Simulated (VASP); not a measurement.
# Cd4InO (P-6m2) in VASP: a series of runs

Cd4InO is run at these levels: PBE; tasks: single point.

Program: VASP 6.6.1. These are calculated values, not measurements. Logs are shortened: lines on timing, memory, paths and dates and some standing lists are left out, and cuts for length are marked.

### 1 The cell of the first run

It takes space group P-6m2 (No. 187, hexagonal). Conventional cell: a = 5.860 Å, b = 5.860 Å, c = 4.706 Å, α = 90.00°, β = 90.00°, γ = 120.00°. Cd (site symmetry -6m2) has 6 Cd at 2.91 Å and 3 O at 3.38 Å and 3 In at 3.38 Å within 3.8 Å. Within 3.8 Å of Cd (site symmetry mm2) lie 2 In at 2.89 Å and 6 Cd at 2.90 to 2.96 Å and 4 O at 3.76 Å. In (site symmetry -6m2) has 9 Cd at 2.89 to 3.38 Å and 3 O at 3.38 Å within 3.8 Å. Within 4.4 Å of O (site symmetry -6m2) lie 15 Cd at 3.38 to 3.76 Å and 3 In at 3.38 Å.

The cell was built from a structure type or drawn by symmetry, and may not be a known phase.

### 2 Single point, PBE

INCAR

```
SYSTEM = Cd4InO
PREC = Accurate ; ENCUT = 520
EDIFF = 1E-6 ; ISMEAR = 0
SIGMA = 0.1 ; LREAL = .FALSE.
LASPH = .TRUE. ; NELM = 60
ALGO = Normal ; ISIF = 2
LWAVE = .FALSE. ; LCHARG = .FALSE.
GGA = PE ; NBANDS = 42
```

KPOINTS

```
Automatic mesh
0
G
  3 3 4
  0 0 0
```

POSCAR

```
Cd4InO
1.0
    5.8602828000      0.0000000000      0.0000000000
   -2.9301414000      5.0751537800      0.0000000000
    0.0000000000      0.0000000000      4.7063422200
Cd In O
4 1 1
Direct
    0.6666666700      0.3333333300      0.0000000000
    0.0030570000      0.5015285000      0.5000000000
    0.4984715000      0.5015285000      0.5000000000
    0.4984715000      0.9969430000      0.5000000000
    0.3333333300      0.6666666700      0.0000000000
    0.0000000000      0.0000000000      0.0000000000
```

Potentials or basis: VASP PAW PBE potentials, release 64 (Cd, In_d, O).

Started as:

```
cat potpaw_PBE.64/Cd/POTCAR potpaw_PBE.64/In_d/POTCAR potpaw_PBE.64/O/POTCAR > POTCAR
mpirun -np 1 vasp_std > vasp.out
```

OUTCAR:

```text
SYSTEM = Cd4InO
   PREC = Accurate
   ENCUT = 520
   EDIFF = 1E-6
   ISMEAR = 0
   LREAL = .FALSE.
   LASPH = .TRUE.
   NELM = 60
   ISIF = 2
   GGA = PE

 ion  position               nearest neighbor table
   1  0.667  0.333  0.000-   2 2.91   2 2.91   4 2.91   4 2.91   3 2.91   3 2.91   5 3.38   5 3.38
                             5 3.38
   2  0.003  0.502  0.500-   5 2.89   5 2.89   3 2.90   4 2.90   1 2.91   1 2.91   3 2.96   4 2.96

   3  0.498  0.502  0.500-   5 2.89   5 2.89   2 2.90   4 2.90   1 2.91   1 2.91   2 2.96   4 2.96

   4  0.498  0.997  0.500-   5 2.89   5 2.89   2 2.90   3 2.90   1 2.91   1 2.91   2 2.96   3 2.96

   5  0.333  0.667  0.000-   2 2.89   2 2.89   4 2.89   4 2.89   3 2.89   3 2.89   1 3.38   1 3.38
                             1 3.38
   6  0.000  0.000  0.000-

  LATTYP: Found a hexagonal cell.
 ALAT       =     5.8602828000
 C/A-ratio  =     0.8030913150

  Lattice vectors:

 A1 = (   5.8602828000,   0.0000000000,   0.0000000000)
 A2 = (  -2.9301414000,   5.0751537800,   0.0000000000)
 A3 = (   0.0000000000,   0.0000000000,   4.7063422200)

Analysis of symmetry for initial positions (statically):
=====================================================================
 Subroutine PRICEL returns:
 Original cell was already a primitive cell.

 Routine SETGRP: Setting up the symmetry group for a
 hexagonal supercell.

 Subroutine GETGRP returns: Found 12 space group operations
 (whereof 12 operations were pure point group operations)
 out of a pool of 24 trial point group operations.

The static configuration has the point symmetry D_3h.

Analysis of symmetry for dynamics (positions and initial velocities):
=====================================================================
 Subroutine PRICEL returns:
 Original cell was already a primitive cell.

 Routine SETGRP: Setting up the symmetry group for a
 hexagonal supercell.

 Subroutine GETGRP returns: Found 12 space group operations
 (whereof 12 operations were pure point group operations)
 out of a pool of 24 trial point group operations.

The dynamic configuration has the point symmetry D_3h.

 Subroutine INISYM returns: Found 12 space group operations
 (whereof 12 operations are pure point group operations),
 and found     1 'primitive' translations

----------------------------------------------------------------------------------------

                                     Primitive cell

  volume of cell :     139.9753

  direct lattice vectors                    reciprocal lattice vectors
     5.860282800  0.000000000  0.000000000     0.170640229  0.098519182  0.000000000
    -2.930141400  5.075153780  0.000000000     0.000000000  0.197038364  0.000000000
     0.000000000  0.000000000  4.706342220     0.000000000  0.000000000  0.212479236

  length of vectors
     5.860282800  5.860282802  4.706342220     0.197038364  0.197038364  0.212479236

  position of ions in fractional coordinates (direct lattice)
     0.666666670  0.333333330  0.000000000
     0.003057000  0.501528500  0.500000000
     0.498471500  0.501528500  0.500000000
     0.498471500  0.996943000  0.500000000
     0.333333330  0.666666670  0.000000000
     0.000000000  0.000000000  0.000000000

  ion indices of the primitive-cell ions
   primitive index   ion index
                 1           1
                 2           2
                 3           3
                 4           4
                 5           5
                 6           6

----------------------------------------------------------------------------------------

 KPOINTS: Automatic mesh

Automatic generation of k-mesh.
 Grid dimensions read from file:
 generate k-points for:    3    3    4

 Generating k-lattice:

  Cartesian coordinates                     Fractional coordinates (reciprocal lattice)
     0.056880076  0.032839727  0.000000000     0.333333333 -0.000000000  0.000000000
     0.000000000  0.065679455  0.000000000     0.000000000  0.333333333  0.000000000
     0.000000000  0.000000000  0.053119809     0.000000000  0.000000000  0.250000000

  Length of vectors
     0.065679455  0.065679455  0.053119809

  Shift w.r.t. Gamma in fractional coordinates (k-lattice)
     0.000000000  0.000000000  0.000000000

 Subroutine IBZKPT returns following result:
 ===========================================

 Found      9 irreducible k-points:

 Following reciprocal coordinates:
            Coordinates               Weight
  0.000000  0.000000  0.000000      1.000000
  0.333333  0.000000  0.000000      6.000000
  0.333333  0.333333  0.000000      2.000000
  0.000000  0.000000  0.250000      2.000000
  0.333333  0.000000  0.250000     12.000000
  0.333333  0.333333  0.250000      4.000000
  0.000000  0.000000  0.500000      1.000000
  0.333333  0.000000  0.500000      6.000000
  0.333333  0.333333  0.500000      2.000000
   k-points           NKPTS =      9   k-points in BZ     NKDIM =      9   number of bands    NBANDS=     42
   number of dos      NEDOS =    301   number of ions     NIONS =      6
   total plane-waves  NPLWV =  82944
   dimension x,y,z NGX =    48 NGY =   48 NGZ =   36
   dimension x,y,z NGXF=    96 NGYF=   96 NGZF=   72
   ions per type =               4   1   1
   NGX,Y,Z   is equivalent  to a cutoff of  13.62, 13.62, 12.72 a.u.
   NGXF,Y,Z  is equivalent  to a cutoff of  27.23, 27.23, 25.43 a.u.
 SYSTEM =  Cd4InO
   PREC   = accura    normal or accurate (medium, high low for compatibility)
   ISTART =      0    job   : 0-new  1-cont  2-samecut
   ICHARG =      2    charge: 1-file 2-atom 10-const
   ISPIN  =      1    spin polarized calculation?
   LNONCOLLINEAR =      F non collinear calculations
   LSORBIT =      F    spin-orbit coupling
   LASPH  =      T    aspherical Exc in radial PAW
   ENCUT  =  520.0 eV  38.22 Ry    6.18 a.u.  10.90 10.90  8.75*2*pi/ulx,y,z
   NELM   =     60;   NELMIN=  2; NELMDL= -5     # of ELM steps
   EDIFF  = 0.1E-05   stopping-criterion for ELM
   LREAL  =      F    real-space projection
   EDIFFG = 0.1E-04   stopping-criterion for IOM
   NSW    =      0    number of steps for IOM
   IBRION =     -1    ionic relax: 0-MD 1-quasi-New 2-CG
   NFREE  =      0    steps in history (QN), initial steepest desc. (CG)
   ISIF   =      2    stress and relaxation
   ISYM   =      2    0-nonsym 1-usesym 2-fastsym
   POTIM  = 0.5000    time-step for ionic-motion
   TEBEG  =    0.0;   TEEND  =   0.0 temperature during run
   PSTRESS=    0.0 pullay stress
   NELECT =      67.0000    total number of electrons
   NUPDOWN=      -1.0000    fix difference up-down
   EMIN   =  10.00;   EMAX   =-10.00  energy-range for DOS
   EFERMI =   0.00;   METHOD = LEGACY
   ISMEAR =     0;   SIGMA  =   0.10  broadening in eV -4-tet -1-fermi 0-gaus
   EFERMI_NEDOS =   21; number of points for ismear=-14 and -15
   IALGO  =     38    algorithm
   IMIX   =      4    mixing-type and parameters
     AMIX     =   0.40;   BMIX     =  1.00
     AMIX_MAG =   1.60;   BMIX_MAG =  1.00
  volume/ion in A,a.u.               =      23.33       157.43
  Fermi-wavevector in a.u.,A,eV,Ry     =   1.280607  2.419997 22.312946  1.639955
  Thomas-Fermi vector in A             =   2.413025
   LORBIT       =      0    0 simple, 1 ext, 2 COOP (PROOUT), +10 PAW based schemes
   GGA     = PE    functional components
   LHFCALC =     F    Hartree Fock is set to
   AEXX    =    0.0000 exact exchange contribution
   IVDW    =     0    specifies the selected vdW correction
   LEPSILON=     F    determine dielectric tensor
   LRPA    =     F    only Hartree local field effects (RPA)
 non-spin polarized calculation
 Gauss-broadening in eV      SIGMA  =   0.10
  energy-cutoff  :      520.00
  volume of cell :      139.98
 maximum number of plane-waves:      3777
 NGX is ok and might be reduce to    48
   NGX = 21   NGY = 21   NGZ = 17

 number of electron      67.0000025 magnetization

 Free energy of the ion-electron system (eV)
  ---------------------------------------------------
  ext. energy  EPLUGINS =         0.00000000
  ---------------------------------------------------
  free energy    TOTEN  =        -7.97920231 eV

  energy without entropy =       -7.93255642  energy(sigma->0) =       -7.95587937

 E-fermi :   2.0636     XC(G=0):  -9.9250

 val. band max:        2.0316963064   @ k =   0.3333   0.0000   0.5000
 cond. band min:       2.0717609029   @ k =   0.0000   0.0000   0.0000
 fundamental gap:      0.0400645965
 Fermi energy:         2.0636472666

 k-point     1 :       0.0000    0.0000    0.0000
  band No.  band energies     occupation
      1     -13.0499      2.00000
      2     -12.5779      2.00000
      3     -12.5459      2.00000
      4     -12.5459      2.00000
      5     -12.4314      2.00000
      6     -12.4314      2.00000
[... 34 lines left out ...]
     41       7.8576      0.00000
     42       8.3968      0.00000

 k-point     2 :       0.3333    0.0000    0.0000
  band No.  band energies     occupation
      1     -13.0459      2.00000
      2     -12.5800      2.00000
      3     -12.5462      2.00000
      4     -12.5458      2.00000
      5     -12.4310      2.00000
      6     -12.4260      2.00000
[... 34 lines left out ...]
     41       7.7640      0.00000
     42       8.1674      0.00000

 k-point     3 :       0.3333    0.3333    0.0000
  band No.  band energies     occupation
      1     -13.0444      2.00000
      2     -12.5808      2.00000
      3     -12.5462      2.00000
      4     -12.5460      2.00000
      5     -12.4322      2.00000
      6     -12.4214      2.00000
[... 34 lines left out ...]
     41       7.6607      0.00000
     42       8.5620      0.00000

 k-point     4 :       0.0000    0.0000    0.2500
  band No.  band energies     occupation
      1     -13.0452      2.00000
      2     -12.5635      2.00000
      3     -12.5502      2.00000
      4     -12.5502      2.00000
      5     -12.4290      2.00000
      6     -12.4290      2.00000
[... 34 lines left out ...]
     41       8.5263      0.00000
     42       8.5263      0.00000

 k-point     5 :       0.3333    0.0000    0.2500
  band No.  band energies     occupation
      1     -13.0423      2.00000
      2     -12.5665      2.00000
      3     -12.5508      2.00000
      4     -12.5502      2.00000
      5     -12.4286      2.00000
      6     -12.4232      2.00000
[... 34 lines left out ...]
     41       8.6649      0.00000
     42       9.1332      0.00000

 k-point     6 :       0.3333    0.3333    0.2500
  band No.  band energies     occupation
      1     -13.0414      2.00000
      2     -12.5677      2.00000
      3     -12.5507      2.00000
      4     -12.5505      2.00000
      5     -12.4294      2.00000
      6     -12.4187      2.00000
[... 34 lines left out ...]
     41       8.4858      0.00000
     42       8.5100      0.00000

 k-point     7 :       0.0000    0.0000    0.5000
  band No.  band energies     occupation
      1     -13.0405      2.00000
      2     -12.5544      2.00000
      3     -12.5544      2.00000
      4     -12.5495      2.00000
      5     -12.4270      2.00000
      6     -12.4270      2.00000
[... 34 lines left out ...]
     41       7.6756      0.00000
     42       9.0910      0.00000

 k-point     8 :       0.3333    0.0000    0.5000
  band No.  band energies     occupation
      1     -13.0387      2.00000
      2     -12.5549      2.00000
      3     -12.5544      2.00000
      4     -12.5530      2.00000
      5     -12.4264      2.00000
      6     -12.4207      2.00000
[... 34 lines left out ...]
     41       8.2615      0.00000
     42      10.1743      0.00000

 k-point     9 :       0.3333    0.3333    0.5000
  band No.  band energies     occupation
      1     -13.0384      2.00000
      2     -12.5548      2.00000
      3     -12.5547      2.00000
      4     -12.5544      2.00000
      5     -12.4270      2.00000
      6     -12.4163      2.00000
[... 34 lines left out ...]
     41       9.9001      0.00000
     42      10.0154      0.00000

------------------------ aborting loop because EDIFF is reached ----------------------------------------

  FORCE on cell =-STRESS in cart. coord.  units (eV):
  Direction    XX          YY          ZZ          XY          YZ          ZX
  --------------------------------------------------------------------------------------
  -------------------------------------------------------------------------------------
  Total        1.2081801      1.2081801      4.7461650      0.0000000     -0.0000000      0.0000000
  in kB       13.8290066     13.8290066     54.3252996      0.0000000     -0.0000000      0.0000000
  external PRESSURE =      27.3277709 kB  Pullay stress =       0.0000000 kB

 VOLUME and BASIS-vectors are now :
 -----------------------------------------------------------------------------
  energy-cutoff  :      520.00
  volume of cell :      139.98
      direct lattice vectors                 reciprocal lattice vectors
     5.860282800  0.000000000  0.000000000     0.170640229  0.098519182  0.000000000
    -2.930141400  5.075153780  0.000000000     0.000000000  0.197038364  0.000000000
     0.000000000  0.000000000  4.706342220     0.000000000  0.000000000  0.212479236

 POSITION                                       TOTAL-FORCE (eV/Angst)
 -----------------------------------------------------------------------------------
      2.93014      1.69172      0.00000        -0.000000      0.000000      0.000000
     -1.45163      2.54533      2.35317        -0.532812     -0.307619     -0.000000
      1.45163      2.54533      2.35317         0.532812     -0.307619     -0.000000
      0.00000      5.05964      2.35317        -0.000000      0.615239      0.000000
     -0.00000      3.38344      0.00000        -0.000000     -0.000000      0.000000
      0.00000      0.00000      0.00000        -0.000000      0.000000      0.000000
 -----------------------------------------------------------------------------------
    total drift:                                0.000002     -0.000001     -0.000000

  FREE ENERGIE OF THE ION-ELECTRON SYSTEM (eV)
  ---------------------------------------------------
  free  energy   TOTEN  =        -7.9792023121 eV

  energy  without entropy=       -7.9325564240  energy(sigma->0) =       -7.95587937
```

Wall time 62 s (1 thread of AMD EPYC 7R43 (Zen 3), shared host); peak memory 0.25 GiB.

What came out:

```
Free energy            : -7.9792 eV
Pressure               : 2.7 GPa
Largest force          : 0.615 eV/Å
Band gap on the k mesh : zero (an odd number of electrons rules out a gap without spin polarisation)
```

Forces in eV/Å, atoms in the order of the input:
```
Cd   0.000  0.000  0.000
Cd  -0.533 -0.308  0.000
Cd   0.533 -0.308  0.000
Cd   0.000  0.615  0.000
In   0.000  0.000  0.000
O    0.000  0.000  0.000
```

Caveat: the k points lie up to 0.41 Å⁻¹ apart, too coarse for converged energies and pressures of a metal; spin-orbit coupling is left out, which moves the levels of the heavy elements; an odd number of electrons without spin polarisation forces a metal; a magnetic or distorted state may lie lower.

### 3 Single point, PBE, collinear spin, ferromagnetic start

INCAR

```
ALGO = Normal
EDIFF = 1E-7
ENCUT = 520
GGA = PE
ISIF = 2
ISMEAR = 0
ISPIN = 2
LASPH = T
LCHARG = F
LORBIT = 11
LREAL = F
LWAVE = F
MAGMOM = 0 0 0 0 0 1
NBANDS = 46
NELM = 150
PREC = Accurate
SIGMA = 0.1
```

KPOINTS

```
k-points
0
Gamma
  3 3 4
```

POSCAR is that of step 2.

Potentials or basis: VASP PAW PBE potentials, release 64 (Cd, In_d, O).

Started as:

```
cat potpaw_PBE.64/Cd/POTCAR potpaw_PBE.64/In_d/POTCAR potpaw_PBE.64/O/POTCAR > POTCAR
mpirun -np 1 vasp_std > vasp.out
```

It took 3.4 min on 1 thread of AMD EPYC 7R43 (Zen 3), shared host; peak memory 0.36 GiB.

The run converged. Its results:

```yaml
Free_energy: -7.9792 eV
Pressure: 2.7 GPa
Largest_force: 0.616 eV/Å
Net_moment: 0.00 μB per cell
Valence_electrons_inside_the_program's_atomic_spheres: Cd 10.31, 10.36 (each value once); In 11.38; O 4.70
```

Forces on the atoms (eV/Å):
```
Cd   0.000  0.000  0.000
Cd  -0.533 -0.308  0.000
Cd   0.533 -0.308  0.000
Cd   0.000  0.616  0.000
In   0.000  0.000  0.000
O    0.000  0.000  0.000
```

Stress tensor (GPa, compression positive):
```
1.39 0.00 0.00
0.00 1.39 0.00
0.00 0.00 5.45
```

Levels at points of the mesh, in eV from the Fermi level:
Spin up:
```tsv
k point	band 30	band 31	band 32	band 33	band 34	band 35	band 36	band 37	band 38	band 39
(0.00, 0.00, 0.00)	-1.34	-1.34	-1.12	-1.12	0.01	0.83	1.75	1.75	4.56	5.33
(0.00, 0.00, 0.50)	-0.81	-0.81	-0.47	-0.08	0.02	0.02	0.96	0.96	1.84	1.84
```
Spin down:
```
           k point  band 32  band 33  band 34  band 35  band 36  band 37
(0.00, 0.00, 0.00)    -1.12    -1.12     0.01     0.83     1.75     1.75
(0.00, 0.00, 0.50)    -0.47    -0.08     0.02     0.02     0.96     0.96
```

Caveat: the k points lie up to 0.41 Å⁻¹ apart; spin-orbit coupling is left out, which moves the levels of the heavy elements.

(Part 1 of 2 ends here.)
